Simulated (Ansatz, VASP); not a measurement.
**Sb2As2C: VASP beside Ansatz**

```
CELL_PARAMETERS angstrom
-1.60316 3.38186 5.04959
1.60316 -3.38186 5.04959
1.60316 3.38186 -5.04959
ATOMIC_POSITIONS crystal
Sb 0.24667 0.74667 0.50000
Sb 0.75333 0.25333 0.50000
As 0.22927 0.00000 0.22927
As 0.77073 0.00000 0.77073
C 0.50000 0.00000 0.50000
```

Alike in both runs: functional PBE; k mesh 12 × 12 × 12; occupations gaussian, width 0.1 eV; no spin polarisation.

Ansatz relaxed the structure, and its values are those at the end. VASP's run is a single point on that final structure, the one shown.

|  | VASP | Ansatz |
| --- | --- | --- |
| version | VASP 6.6.1 | Ansatz 0.2.0 |
| potentials or method | VASP PAW PBE potentials, release 64 (Sb_d_GW, As_d, C), cutoff 600 eV | scalar-relativistic, plane waves, PAW |
| valence electrons in the cell | 64 | 64 |

Ansatz gave:

* gap on the k mesh at the Fermi level (eV): none
* pressure (GPa): 0.0
* rms of the force components (eV/Å): 0.000

Estimate VASP's values.

gap on the k mesh at the Fermi level (eV): none; pressure (GPa): -0.2; rms of the force components (eV/Å): 0.029.

A gap of «none» marks a metal or a gap that the smearing closes.

Spin-orbit coupling is off throughout.
